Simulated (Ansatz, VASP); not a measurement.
One calculation of Cu, two programs

File INCAR:

```
SYSTEM = Cu
PREC     = Accurate       ! precision mode
ENCUT    = 520            ! plane-wave cutoff, eV
EDIFF    = 1E-7           ! SCF threshold, eV
ISMEAR   = -1             ! smearing method
SIGMA    = 0.1            ! smearing width, eV
LREAL    = .False.        ! projectors in reciprocal space
LASPH    = .True.         ! aspherical terms in the spheres
NELM     = 100            ! most SCF steps
ALGO     = Normal         ! electronic algorithm
ISIF     = 2              ! what is computed and relaxed
LWAVE    = .False.        ! write WAVECAR
LCHARG   = .True.         ! write CHGCAR
LDIPOL   = .True.       
IDIPOL   = 3            
DIPOL    = 0.5 0.5 0.500
GGA      = PS             ! functional
LELF     = .True.         ! ELF
LVHAR    = .True.       
LVACPOTAV= .True.       
NBANDS   = 30             ! bands
```

KPOINTS

```
regular mesh
0
Gamma
  8 8 1
  0 0 0
```

Contents of POSCAR:

```
Cu
1.0
    2.5561910140      0.0000000000      0.0000000000
    1.2780955070      2.2137263550      0.0000000000
    0.0000000000      0.0000000000     18.2613636694
Cu
4
Direct
    0.0000000000      0.0000000000      0.3285625383
    0.3333333333      0.3333333333      0.4428541794
    0.6666666667      0.6666666667      0.5571458206
    0.0000000000      1.0000000000      0.6714374617
```

Input for Ansatz:

```yaml
crystal:
  lattice:
    - [2.5561910139893693, 0.0, 0.0]
    - [1.2780955069946849, 2.213726355040297, 0.0]
    - [0.0, 0.0, 18.26136366936149]
  atoms:
    - { symbol: Cu, position: [0.0, 0.0, 0.32856253829864124] }
    - { symbol: Cu, position: [0.3333333333333333, 0.3333333333333333, 0.44285417943288047] }
    - { symbol: Cu, position: [0.6666666666666666, 0.6666666666666666, 0.5571458205671196] }
    - { symbol: Cu, position: [1.3438127173642224e-17, 0.9999999999999998, 0.6714374617013588] }
basis:
  ecutwfc: 517.016338673772
kpoints:
  mp_grid:
    grid: [8, 8, 1]
hamiltonian:
  xc: pbesol
efield:
  axis: 3
  dipole_correction: true
scf:
  occupations:
    method: fermi_dirac
output:
  write_potential: true
  forces: true
```

Alike in both runs: task single point; functional PBEsol; k mesh 8 × 8 × 1; no spin polarisation.

|  | VASP | Ansatz |
| --- | --- | --- |
| version | VASP 6.6.1 | Ansatz 0.2.0 |
| potentials or method | VASP PAW PBE potentials, release 64 (Cu), cutoff 520 eV | plane waves, PAW |
| occupations | fermi-dirac, width 0.1 eV | fermi-dirac |
| valence electrons in the cell | 44 | 76 |

```csv
,VASP,Ansatz,Ansatz less VASP
gap on the k mesh at the Fermi level (eV),none,none,-
rms of the force components (eV/Å),0.108,0.118,+0.0094
```

VASP's potentials were made for PBE, not for PBEsol. Atom by atom the forces differ by 0.010 eV/Å (rms over components). A gap of «none» marks a metal or a gap that the smearing closes. VASP's potentials hold 44 valence electrons a cell and Ansatz's 76, so a difference there can come from the potentials and not from the codes. Ansatz's warnings: vacuum density over bound, xc potential rough in thin density.
